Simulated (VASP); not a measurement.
# Al3C in VASP: relaxation of the atoms with r2SCAN

Aim: the relaxation of the atoms of Al3C with r2SCAN.

Program: VASP 6.6.1. These are calculated values, not measurements. Logs are shortened: lines on timing, memory, paths and dates and some standing lists are left out, and cuts for length are marked.

**1. The cell of the first run**

The cell holds a slab with vacuum, 4 atoms: a = 2.823 Å, b = 2.823 Å, c = 19.601 Å, α = 90.00°, β = 90.00°, γ = 90.00°.

**2. Relaxation of the atoms, r2SCAN**

POSCAR reads:

```
Al3C
1.0
    2.8227735243      0.0000000000      0.0000000000
    0.0000000000      2.8227735243      0.0000000000
    0.0000000000      0.0000000000     19.6006972839
Al C
3 1
Selective dynamics
Direct
    0.5000000000      0.5000000000      0.2040743726  F F F
    0.0000000000      0.0000000000      0.3086652018  F F F
    0.5000000000      0.5000000000      0.4132861789  F F F
    1.0000000000      1.0000000000      0.3836953949  F F T
```

INCAR.step1 reads:

```
PREC = Accurate ; ENCUT = 580
ISMEAR = 0 ; SIGMA = 0.1
LREAL = F ; LASPH = T
NELM = 120 ; LDIPOL = T
IDIPOL = 3 ; DIPOL = 0.5 0.5 0.327
GGA = PE ; ALGO = Normal
EDIFF = 1E-5 ; LWAVE = T
LCHARG = F ; GGA_COMPAT = F
IBRION = 2 ; EDIFFG = -0.01
NELMIN = 4 ; NSW = 100
NELMDL = -8
```

INCAR.step2 reads:

```
PREC = Accurate ; ENCUT = 580
EDIFF = 1E-7 ; ISMEAR = 0
SIGMA = 0.1 ; LREAL = F
LASPH = T ; NELM = 120
ALGO = Normal ; ISIF = 2
LWAVE = F ; LCHARG = F
LDIPOL = T ; IDIPOL = 3
DIPOL = 0.5 0.5 0.327 ; METAGGA = R2SCAN
LMIXTAU = T ; IBRION = 2
NSW = 36 ; EDIFFG = -0.025
ISTART = 1 ; GGA_COMPAT = F
NELMIN = 4
```

KPOINTS reads:

```
Automatic mesh
0
Gamma
  9 9 1
```

Potentials or basis: VASP PAW PBE potentials, release 64 (Al, C).

Launch:

```bash
$ cat potpaw_PBE.64/Al/POTCAR potpaw_PBE.64/C/POTCAR > POTCAR
$ cp INCAR.step1 INCAR
$ mpirun -np 1 vasp_std > vasp.out
$ cp INCAR.step2 INCAR
$ mpirun -np 1 vasp_std > vasp.out
```

OUTCAR:

```text
PREC = Accurate
   ENCUT = 580
   EDIFF = 1E-7
   ISMEAR = 0
   LREAL = F
   LASPH = T
   NELM = 120
   ISIF = 2
   METAGGA = R2SCAN
   IBRION = 2
   NSW = 36
   EDIFFG = -0.025
   ISTART = 1
   NELMIN = 4

 ion  position               nearest neighbor table
   1  0.500  0.500  0.204-   2 2.86   2 2.86   2 2.86   2 2.86
   2  0.000  0.000  0.309-   4 1.47   1 2.86   1 2.86   1 2.86   1 2.86   3 2.86   3 2.86   3 2.86
                             3 2.86
   3  0.500  0.500  0.413-   4 2.08   4 2.08   4 2.08   4 2.08   2 2.86   2 2.86   2 2.86   2 2.86

   4  0.000  0.000  0.384-   2 1.47   3 2.08   3 2.08   3 2.08   3 2.08

  LATTYP: Found a simple tetragonal cell.
 ALAT       =     2.8227735243
 C/A-ratio  =     6.9437725397

  Lattice vectors:

 A1 = (   2.8227735243,   0.0000000000,   0.0000000000)
 A2 = (   0.0000000000,   2.8227735243,   0.0000000000)
 A3 = (   0.0000000000,   0.0000000000,  19.6006972839)

Analysis of symmetry for initial positions (statically):
=====================================================================
 Subroutine PRICEL returns:
 Original cell was already a primitive cell.

 Routine SETGRP: Setting up the symmetry group for a
 simple tetragonal supercell.

 Subroutine GETGRP returns: Found  8 space group operations
 (whereof  8 operations were pure point group operations)
 out of a pool of 16 trial point group operations.

The static configuration has the point symmetry C_4v.

Analysis of symmetry for dynamics (positions and initial velocities):
=====================================================================
 Subroutine PRICEL returns:
 Original cell was already a primitive cell.

 Routine SETGRP: Setting up the symmetry group for a
 simple tetragonal supercell.

 Subroutine GETGRP returns: Found  8 space group operations
 (whereof  8 operations were pure point group operations)
 out of a pool of 16 trial point group operations.

The dynamic configuration has the point symmetry C_4v.

Analysis of constrained symmetry for selective dynamics:
=====================================================================
 Subroutine PRICEL returns:
 Original cell was already a primitive cell.

 Routine SETGRP: Setting up the symmetry group for a
 simple tetragonal supercell.

 Subroutine GETGRP returns: Found  8 space group operations
 (whereof  8 operations were pure point group operations)
 out of a pool of 16 trial point group operations.

The constrained configuration has the point symmetry C_4v.

 Subroutine INISYM returns: Found  8 space group operations
 (whereof  8 operations are pure point group operations),
 and found     1 'primitive' translations

----------------------------------------------------------------------------------------

                                     Primitive cell

  volume of cell :     156.1793

  direct lattice vectors                    reciprocal lattice vectors
     2.822773524  0.000000000  0.000000000     0.354261506  0.000000000  0.000000000
     0.000000000  2.822773524  0.000000000     0.000000000  0.354261506  0.000000000
     0.000000000  0.000000000 19.600697284     0.000000000  0.000000000  0.051018593

  length of vectors
     2.822773524  2.822773524 19.600697284     0.354261506  0.354261506  0.051018593

  position of ions in fractional coordinates (direct lattice)
     0.500000000  0.500000000  0.204074373
     0.000000000  0.000000000  0.308665202
     0.500000000  0.500000000  0.413286179
     0.000000000  0.000000000  0.383695395

  ion indices of the primitive-cell ions
   primitive index   ion index
                 1           1
                 2           2
                 3           3
                 4           4

----------------------------------------------------------------------------------------

 KPOINTS: Automatic mesh

Automatic generation of k-mesh.
 Grid dimensions read from file:
 generate k-points for:    9    9    1

 Generating k-lattice:

  Cartesian coordinates                     Fractional coordinates (reciprocal lattice)
     0.039362390  0.000000000  0.000000000     0.111111111  0.000000000  0.000000000
     0.000000000  0.039362390  0.000000000     0.000000000  0.111111111  0.000000000
     0.000000000  0.000000000  0.051018593     0.000000000  0.000000000  1.000000000

  Length of vectors
     0.039362390  0.039362390  0.051018593

  Shift w.r.t. Gamma in fractional coordinates (k-lattice)
     0.000000000  0.000000000  0.000000000

 Subroutine IBZKPT returns following result:
 ===========================================

 Found     15 irreducible k-points:

 Following reciprocal coordinates:
            Coordinates               Weight
  0.000000  0.000000  0.000000      1.000000
  0.111111  0.000000  0.000000      4.000000
  0.222222  0.000000  0.000000      4.000000
  0.333333  0.000000  0.000000      4.000000
  0.444444  0.000000  0.000000      4.000000
  0.111111  0.111111  0.000000      4.000000
  0.222222  0.111111  0.000000      8.000000
  0.333333  0.111111  0.000000      8.000000
  0.444444  0.111111  0.000000      8.000000
  0.222222  0.222222  0.000000      4.000000
  0.333333  0.222222  0.000000      8.000000
  0.444444  0.222222  0.000000      8.000000
  0.333333  0.333333  0.000000      4.000000
  0.444444  0.333333  0.000000      8.000000
  0.444444  0.444444  0.000000      4.000000
   k-points           NKPTS =     15   k-points in BZ     NKDIM =     15   number of bands    NBANDS=     10
   number of dos      NEDOS =    301   number of ions     NIONS =      4
   total plane-waves  NPLWV =  92160
   dimension x,y,z NGX =    24 NGY =   24 NGZ =  160
   dimension x,y,z NGXF=    48 NGYF=   48 NGZF=  320
   ions per type =               3   1
   NGX,Y,Z   is equivalent  to a cutoff of  14.13, 14.13, 13.57 a.u.
   NGXF,Y,Z  is equivalent  to a cutoff of  28.27, 28.27, 27.14 a.u.
 SYSTEM =  unknown system
   PREC   = accura    normal or accurate (medium, high low for compatibility)
   ISTART =      1    job   : 0-new  1-cont  2-samecut
   ICHARG =      0    charge: 1-file 2-atom 10-const
   ISPIN  =      1    spin polarized calculation?
   LNONCOLLINEAR =      F non collinear calculations
   LSORBIT =      F    spin-orbit coupling
   LASPH  =      T    aspherical Exc in radial PAW
   ENCUT  =  580.0 eV  42.63 Ry    6.53 a.u.   5.54  5.54 38.49*2*pi/ulx,y,z
   NELM   =    120;   NELMIN=  4; NELMDL=  0     # of ELM steps
   EDIFF  = 0.1E-06   stopping-criterion for ELM
   LREAL  =      F    real-space projection
   EDIFFG = -.3E-01   stopping-criterion for IOM
   NSW    =     36    number of steps for IOM
   IBRION =      2    ionic relax: 0-MD 1-quasi-New 2-CG
   NFREE  =      1    steps in history (QN), initial steepest desc. (CG)
   ISIF   =      2    stress and relaxation
   ISYM   =      2    0-nonsym 1-usesym 2-fastsym
   POTIM  = 0.5000    time-step for ionic-motion
   TEBEG  =    0.0;   TEEND  =   0.0 temperature during run
   PSTRESS=    0.0 pullay stress
   NELECT =      13.0000    total number of electrons
   NUPDOWN=      -1.0000    fix difference up-down
   EMIN   =  10.00;   EMAX   =-10.00  energy-range for DOS
   EFERMI =   0.00;   METHOD = LEGACY
   ISMEAR =     0;   SIGMA  =   0.10  broadening in eV -4-tet -1-fermi 0-gaus
   EFERMI_NEDOS =   21; number of points for ismear=-14 and -15
   IALGO  =     38    algorithm
   IMIX   =      4    mixing-type and parameters
     AMIX     =   0.40;   BMIX     =  1.00
     AMIX_MAG =   1.60;   BMIX_MAG =  1.00
  volume/ion in A,a.u.               =      39.04       263.49
  Fermi-wavevector in a.u.,A,eV,Ry     =   0.714795  1.350766  6.951648  0.510932
  Thomas-Fermi vector in A             =   1.802788
   LORBIT       =      0    0 simple, 1 ext, 2 COOP (PROOUT), +10 PAW based schemes
   METAGGA = R2SCAN    functional components
   LHFCALC =     F    Hartree Fock is set to
   AEXX    =    0.0000 exact exchange contribution
   IVDW    =     0    specifies the selected vdW correction
   LEPSILON=     F    determine dielectric tensor
   LRPA    =     F    only Hartree local field effects (RPA)
 conjugate gradient relaxation of ions
 non-spin polarized calculation
 Gauss-broadening in eV      SIGMA  =   0.10
  energy-cutoff  :      580.00
  volume of cell :      156.18
 maximum number of plane-waves:      5005
 NGX is ok and might be reduce to    24
   NGX = 11   NGY = 11   NGZ = 77

--------------------------------------- Ionic step        1  -------------------------------------------

 number of electron      13.0000000 magnetization

 Free energy of the ion-electron system (eV)
  ---------------------------------------------------
  ext. energy  EPLUGINS =         0.00000000
  ---------------------------------------------------
  free energy    TOTEN  =       -24.67928873 eV

  energy without entropy =      -24.67014193  energy(sigma->0) =      -24.67471533

------------------------ aborting loop because EDIFF is reached ----------------------------------------

  FORCE on cell =-STRESS in cart. coord.  units (eV):
  Direction    XX          YY          ZZ          XY          YZ          ZX
  --------------------------------------------------------------------------------------
  -------------------------------------------------------------------------------------
  Total        1.8397366      1.8397366     25.1717092      0.0000000      0.0000000      0.0000000
  in kB       18.8730736     18.8730736    258.2258388      0.0000000      0.0000000      0.0000000
  external PRESSURE =      98.6573287 kB  Pullay stress =       0.0000000 kB
[... 25 lines left out ...]
--------------------------------------- Ionic step        2  -------------------------------------------

 number of electron      13.0000000 magnetization

 E-fermi :  -0.0700     XC(G=0):  -4.5947

 val. band max:       -0.1695780260   @ k =   0.4444   0.1111   0.0000
 cond. band min:      -0.0342252530   @ k =   0.0000   0.0000   0.0000
 fundamental gap:      0.1353527730
 Fermi energy:        -0.0699568406

 k-point     1 :       0.0000    0.0000    0.0000
  band No.  band energies     occupation
      1     -14.4044      2.00000
      2     -10.7154      2.00000
      3      -7.3282      2.00000
      4      -3.8651      2.00000
      5      -0.2665      1.99455
      6      -0.0342      0.61333
      7      -0.0342      0.61333
      8       3.3275      0.00000
      9       4.4425      0.00000
     10       5.3970      0.00000
[... 211 lines left out ...]
  FREE ENERGIE OF THE ION-ELECTRON SYSTEM (eV)
  ---------------------------------------------------
  free  energy   TOTEN  =       -27.5746321643 eV

  energy  without entropy=      -27.5671350844  energy(sigma->0) =      -27.57088362

 dipolmoment           0.000000      0.000000      0.004805 electrons x Angstroem

--------------------------------------- Ionic step        3  -------------------------------------------

 number of electron      13.0000000 magnetization

------------------------ aborting loop because EDIFF is reached ----------------------------------------
[... 71 lines left out ...]
--------------------------------------- Ionic step        5  -------------------------------------------

 number of electron      13.0000000 magnetization

 dipolmoment           0.000000      0.000000     -0.037432 electrons x Angstroem

 Free energy of the ion-electron system (eV)
  ---------------------------------------------------
  ext. energy  EPLUGINS =         0.00000000
  ---------------------------------------------------
  free energy    TOTEN  =       -28.50769969 eV

  energy without entropy =      -28.50582517  energy(sigma->0) =      -28.50676243

 E-fermi :   0.4001     XC(G=0):  -4.4943

 val. band max:        0.2123227151   @ k =   0.2222   0.0000   0.0000
 cond. band min:       0.4946376760   @ k =   0.3333   0.0000   0.0000
 fundamental gap:      0.2823149609
 Fermi energy:         0.4000958708

 k-point     1 :       0.0000    0.0000    0.0000
  band No.  band energies     occupation
      1     -14.5047      2.00000
      2      -9.8521      2.00000
      3      -6.4934      2.00000
      4      -3.3183      2.00000
      5      -0.0965      2.00000
      6      -0.0965      2.00000
      7       0.8921      0.00000
      8       3.2890      0.00000
      9       4.1458      0.00000
     10       5.1249      0.00000
[... 170 lines left out ...]
 k-point    15 :       0.4444    0.4444    0.0000
  band No.  band energies     occupation
      1      -9.8535      2.00000
      2      -5.5555      2.00000
      3      -5.5475      2.00000
      4      -2.5310      2.00000
      5      -1.0216      2.00000
      6      -1.0166      2.00000
      7      -0.0322      2.00000
      8       1.6409      0.00000
      9       2.0021      0.00000
     10       2.7186      0.00000

------------------------ aborting loop because EDIFF is reached ----------------------------------------

 vacuum level on the upper side and lower side of the slab       (xc-potential included)        -0.421         0.406

  FORCE on cell =-STRESS in cart. coord.  units (eV):
  Direction    XX          YY          ZZ          XY          YZ          ZX
  --------------------------------------------------------------------------------------
  -------------------------------------------------------------------------------------
  Total        2.6710224      2.6710224     -0.6037971      0.0000000      0.0000000      0.0000000
  in kB       27.4008802     27.4008802     -6.1940967      0.0000000      0.0000000      0.0000000
  external PRESSURE =      16.2025546 kB  Pullay stress =       0.0000000 kB
[... 19 lines left out ...]
  FREE ENERGIE OF THE ION-ELECTRON SYSTEM (eV)
  ---------------------------------------------------
  free  energy   TOTEN  =       -28.5076996851 eV

  energy  without entropy=      -28.5058251679  energy(sigma->0) =      -28.50676243

 reached required accuracy - stopping structural energy minimisation

 vacuum level on the upper side and lower side of the slab         3.643         4.491
```

It took 9.3 min on 1 thread of Intel Xeon 6975P-C (Granite Rapids), shared host; peak memory 0.33 GiB.

What came out:

```yaml
Free_energy: -28.5077 eV
Energy_gained_by_relaxing: 957.1 meV/atom
Ionic_steps: 5
Band_gap_on_the_k_mesh: zero (an odd number of electrons rules out a gap without spin polarisation)
```

The path:
```csv
step,energy change (eV),largest force on free atoms (eV/Å),pressure (GPa)
1,0.0000,21.1108,9.87
2,-2.8953,2.7008,-0.29
3,-3.8271,0.1993,1.70
4,-3.8251,0.2942,1.51
5,-3.8284,0.0105,1.62
```

Final structure:
```xyz
4
Lattice="2.8228 0.0000 0.0000 0.0000 2.8228 0.0000 0.0000 0.0000 19.6007" Properties=species:S:1:pos:R:3 pbc="T T T"
Al    1.4114    1.4114    4.0000
Al    0.0000    0.0000    6.0501
Al    1.4114    1.4114    8.1007
C     0.0000    0.0000    8.0303
```

Caveat: the PAW data sets were made with another functional, which shifts forces and pressure a little.

The gap in the log of VASP goes by the Fermi energy; the results here count the filled bands.